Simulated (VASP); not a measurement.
Input of a VASP 6.6.1 run:

The input INCAR:

```
SYSTEM = InSe2
ALGO = Normal
EDIFF = 1E-7
ENCUT = 520
GGA = PS
ISIF = 2
ISMEAR = 0
LASPH = .TRUE.
LCHARG = .FALSE.
LREAL = .FALSE.
LWAVE = .FALSE.
NBANDS = 34
NELM = 80
PREC = Accurate
SIGMA = 0.15
```

The input KPOINTS:

```
k-points
0
G
  12 12 6
  0 0 0
```

POSCAR

```
InSe2
1.0
    3.6794737414      0.0000000000      0.0000000000
    0.0000000000      3.6794737414      0.0000000000
    0.0000000000      0.0000000000      8.5932721433
In Se
2 4
Direct
    0.0000000000      0.5000000000      0.7051148767
    0.5000000000      0.0000000000      0.2948851233
    0.0000000000      0.5000000000      0.3669879178
    0.5000000000      0.0000000000      0.6330120822
    0.0000000000      0.0000000000      0.0000000000
    0.5000000000      0.5000000000      0.0000000000
```

Potentials or basis: VASP PAW PBE potentials, release 64 (In_d, Se).

Command:

```sh
$ cat potpaw_PBE.64/In_d/POTCAR potpaw_PBE.64/Se/POTCAR > POTCAR
$ mpirun -np 1 vasp_std > vasp.out
```

Problem. Predict the largest force.

Solution. 0.203 eV/Å.

Problem. What does it give for the pressure?

Solution. 14.7 GPa.

Problem. Estimate the band gap on the k mesh.

Solution. Zero (band 25 reaches 8.80 eV, above the bottom of band 26 at 5.81 eV).

Forces on the atoms (eV/Å):
```
In   0.000  0.000  0.203
In   0.000  0.000 -0.203
Se   0.000  0.000  0.062
Se   0.000  0.000 -0.062
Se   0.000  0.000  0.000
Se   0.000  0.000  0.000
```

Caveat: the cell differs from its parent crystal (strain -0.040 along x and y, -0.080 along z); the PAW data sets were made with another functional, which shifts forces and pressure a little; spin-orbit coupling is left out, which moves the levels of the heavy elements.
